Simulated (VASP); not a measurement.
Mg2Si, 3 atoms in the cell. It takes space group Fm-3m (No. 225, cubic). Conventional cell: a = 6.340 Å, b = 6.340 Å, c = 6.340 Å, α = 90.00°, β = 90.00°, γ = 90.00°. Within 3.6 Å of Mg (site symmetry -43m) lie 4 Si at 2.75 Å and 6 Mg at 3.17 Å. Within 3.6 Å of Si (site symmetry m-3m) lie 8 Mg at 2.75 Å. 

- Program: VASP 6.6.1
- Task: single point
- Functional: PBE
- Dispersion: D3(BJ)
- Potentials or basis: VASP PAW PBE potentials, release 64 (Mg, Si)
- Cutoff: 600 eV
- k mesh: 4 × 4 × 4
- Occupations: methfessel-paxton, width 0.1 eV
- Spin: no spin polarisation
- Dipole correction: no
- Further INCAR settings: ALGO = Normal; EDIFF = 1e-06; NBANDS = 11

Potentials or basis: VASP PAW PBE potentials, release 64 (Mg, Si).

Launch:

```console
$ cat potpaw_PBE.64/Mg/POTCAR potpaw_PBE.64/Si/POTCAR > POTCAR
$ mpirun -np 1 vasp_std > vasp.out
```

Hardware: 1 thread of Intel Xeon 8259CL, with other jobs on the host.

Q: Estimate the wall time of this run.

A: Run time: 18 s on 1 thread of Intel Xeon 8259CL, with other jobs on the host, peak memory 0.21 GiB. Counts: scf iterations 12, k points 8.
